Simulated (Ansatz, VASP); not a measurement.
**Ag in VASP and in Ansatz**

```
Ag
1.0
     1.44487    0.83420    6.95974
    -1.44487    0.83420    6.95974
     0.00000   -1.66839    6.95974
Ag
3
Cartesian
  0.0000 0.0000 0.0000
  0.0000 0.0000 16.2374
  0.0000 0.0000 4.6419
```

Alike in both runs: functional PBEsol; k mesh 6 × 6 × 6; occupations gaussian, width 0.1 eV; no spin polarisation.

Ansatz relaxed the structure, and its values are those at the end. VASP's run is a single point on that final structure, the one shown.

|  | VASP | Ansatz |
| --- | --- | --- |
| version | VASP 6.6.1 | Ansatz 0.2.0 |
| potentials or method | VASP PAW PBE potentials, release 64 (Ag), cutoff 520 eV | scalar-relativistic, plane waves, PAW |
| valence electrons in the cell | 33 | 57 |

VASP gave:

| Item | Value |
| --- | --- |
| gap on the k mesh at the Fermi level (eV) | none |
| pressure (GPa) | -0.1 |

Question: What did Ansatz give for the same quantities?

Answer: gap on the k mesh at the Fermi level (eV): none; pressure (GPa): 0.1.

VASP's potentials were made for PBE, not for PBEsol. A gap of «none» marks a metal or a gap that the smearing closes. The functional is the same, so the differences come from potentials, cutoffs and numerics. VASP's potentials hold 33 valence electrons a cell and Ansatz's 57, so a difference there can come from the potentials and not from the codes.

The k mesh is coarse, so the values compare programs but aren't converged.
